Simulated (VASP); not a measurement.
Input of a VASP 6.6.1 run:

The input INCAR:

```
SYSTEM = WS2
PREC = Accurate
ENCUT = 520
EDIFF = 1E-7
ISMEAR = 0
SIGMA = 0.02
LREAL = .False.
LASPH = .True.
NELM = 80
ALGO = Normal
ISIF = 2
LWAVE = .False.
LCHARG = .False.
GGA = PS
NBANDS = 35
```

KPOINTS

```
Automatic mesh
0
Gamma
  12 12 2
  0 0 0
```

The input POSCAR:

```
WS2
1.0
    3.3348487118      0.0000000000      0.0000000000
   -1.6674243559      2.8880637022      0.0000000000
    0.0000000000      0.0000000000     12.2472402949
W S
2 4
Direct
    0.3333333333      0.6666666667      0.2500000000
    0.6666666667      0.3333333333      0.7500000000
    0.3333333333      0.6666666667      0.6281687295
    0.6666666667      0.3333333333      0.1281687295
    0.3333333333      0.6666666667      0.8718312705
    0.6666666667      0.3333333333      0.3718312705
```

Potentials or basis: VASP PAW PBE potentials, release 64 (W_sv, S).

Run with:

```bash
$ cat potpaw_PBE.64/W_sv/POTCAR potpaw_PBE.64/S/POTCAR > POTCAR
$ mpirun -np 1 vasp_std > vasp.out
```

Estimate the largest force.

0.245 eV/Å.

Predict the pressure.

-8.4 GPa.

Estimate the band gap on the k mesh.

0.12 eV (least direct gap 1.19 eV).

Stress tensor (GPa, compression positive):
```
-13.71   0.00   0.00
  0.00 -13.71   0.00
  0.00   0.00   2.19
```

Caveat: the cell differs from its parent crystal (biaxial strain in the a-b plane: +6.0 %); the cell stands under tension; the PAW data sets were made with another functional, which shifts forces and pressure a little; spin-orbit coupling is left out, which moves the levels of the heavy elements; this functional lacks dispersion, which binds the layers, so the pressure and a relaxed spacing across them are unreliable. A k mesh can miss the band edges.
